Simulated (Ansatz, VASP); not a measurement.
**CsI: VASP beside Ansatz**

```
CELL_PARAMETERS angstrom
4.60814 0.00000 0.00000
0.00000 4.60814 0.00000
0.00000 0.00000 4.60814
ATOMIC_POSITIONS crystal
Cs 0.00000 0.00000 0.00000
I 0.50000 0.50000 0.50000
```

Alike in both runs: task single point; functional r2SCAN; k mesh 4 × 4 × 4; no spin polarisation.

```csv
,VASP,Ansatz
version,VASP 6.6.1,Ansatz 0.2.0
potentials or method,"VASP PAW PBE potentials, release 64 (Cs_sv, I)",plane waves
plane-wave cutoff (eV),550,1230
occupations,"gaussian, width 0.01 eV",fixed
valence electrons in the cell,16,26
```

|  | VASP | Ansatz | Ansatz less VASP |
| --- | --- | --- | --- |
| gap on the k mesh at the Fermi level (eV) | 4.50 | 4.52 | +0.017 |
| pressure (GPa) | 0.1 | 0.0 | -0.03 |

VASP's potentials were made for PBE, not for r2SCAN. VASP's potentials hold 16 valence electrons a cell and Ansatz's 26, so a difference there can come from the potentials and not from the codes.

Spin-orbit coupling is off throughout.
